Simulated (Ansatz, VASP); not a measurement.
**SrO: VASP beside Ansatz**

```
CELL_PARAMETERS angstrom
3.57679 0.00000 0.00000
-1.78840 3.09759 0.00000
0.00000 0.00000 6.24297
ATOMIC_POSITIONS crystal
Sr 0.33333 0.66667 0.25000
Sr 0.66667 0.33333 0.75000
O 0.00000 0.00000 0.00000
O 0.00000 0.00000 0.50000
```

Alike in both runs: task single point; functional PBEsol; k mesh 9 × 9 × 4; occupations gaussian, width 0.02 eV; no spin polarisation.

|  | VASP | Ansatz |
| --- | --- | --- |
| version | VASP 6.6.1 | Ansatz 0.2.0 |
| potentials or method | VASP PAW PBE potentials, release 64 (Sr_sv, O), cutoff 520 eV | scalar-relativistic, plane waves, PAW |
| valence electrons in the cell | 32 | 32 |

VASP gave:

```
gap on the k mesh at the Fermi level (eV)                     : 2.82
least direct gap on the mesh (eV)                             : 2.82
pressure (GPa)                                                : -3.2
traceless stress, the component that is largest in VASP (GPa) : -0.25
```

Question: What did Ansatz give for the same quantities?

Answer: gap on the k mesh at the Fermi level (eV): 2.83; least direct gap on the mesh (eV): 2.83; pressure (GPa): -3.7; traceless stress, the component that is largest in VASP (GPa): -0.24.

VASP's potentials were made for PBE, not for PBEsol.
